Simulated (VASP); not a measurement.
A run of VASP 6.6.1:

The input INCAR:

```
SYSTEM = CuB6
ALGO = Normal
EDIFF = 1E-7
EDIFFG = -0.01
ENCUT = 600
GGA = PE
IBRION = 2
ISIF = 3
ISMEAR = 0
LASPH = .True.
LCHARG = .False.
LREAL = .False.
LWAVE = .False.
NELM = 100
NSW = 100
PREC = Accurate
SIGMA = 0.1
```

The input KPOINTS:

```
k-points
0
Gamma
  12 12 12
  0 0 0
```

Contents of POSCAR:

```
CuB6
1.0
    0.0000000000      2.9636637384      2.9636637384
    2.9636637384      0.0000000000      2.9636637384
    2.9636637384      2.9636637384      0.0000000000
Cu B
1 6
Direct
    0.0000000000      0.0000000000      0.0000000000
    0.5000000000      0.5000000000      0.0000000000
    0.5000000000      0.0000000000      0.5000000000
    0.0000000000      0.0000000000      0.5000000000
    0.0000000000      0.5000000000      0.0000000000
    0.0000000000      0.5000000000      0.5000000000
    0.5000000000      0.0000000000      0.0000000000
```

Potentials or basis: VASP PAW PBE potentials, release 64 (Cu, B).

Run with:

```bash
$ cat potpaw_PBE.64/Cu/POTCAR potpaw_PBE.64/B/POTCAR > POTCAR
$ mpirun -np 1 vasp_std > vasp.out
```

Hardware: 1 thread of AMD EPYC 7R43 64-Core Processor (Zen 3), on a shared host.

Problem. Estimate the wall time of this run.

Solution. Run time: 6.9 min on 1 thread of AMD EPYC 7R43 64-Core Processor (Zen 3) (shared host), peak memory 0.21 GiB. Counts: scf iterations 32, k points 72, ion steps 3.
